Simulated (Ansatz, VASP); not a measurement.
# TiAl3: VASP beside Ansatz

```
CELL_PARAMETERS angstrom
2.89537 0.00000 0.00000
0.00000 4.77308 0.00000
0.00000 0.00000 4.99686
ATOMIC_POSITIONS crystal
Ti 0.00000 0.50000 0.16592
Al 0.00000 0.00000 0.83590
Al 0.50000 0.00000 0.33091
Al 0.50000 0.50000 0.66727
```

Alike in both runs: task single point; functional r2SCAN; k mesh 9 × 6 × 6; occupations fermi-dirac, width 0.05 eV; no spin polarisation.

|  | VASP | Ansatz |
| --- | --- | --- |
| version | VASP 6.6.1 | Ansatz 0.2.0 |
| potentials or method | VASP PAW PBE potentials, release 64 (Ti_sv, Al) | Ansatz PAW |
| plane-wave cutoff (eV) | 520 | 500 |
| valence electrons in the cell | 21 | 21 |

|  | VASP | Ansatz | Ansatz less VASP |
| --- | --- | --- | --- |
| gap on the k mesh at the Fermi level (eV) | none | none | - |
| pressure (GPa) | -7.4 | -7.3 | +0.09 |
| traceless stress, the component that is largest in VASP (GPa) | -2.19 | -2.18 | +0.008 |
| rms of the force components (eV/Å) | 0.014 | 0.015 | +0.0007 |

VASP's potentials were made for PBE, not for r2SCAN. Atom by atom the forces differ by 0.004 eV/Å (rms over components). A gap of «none» marks a metal or a gap that the smearing closes.
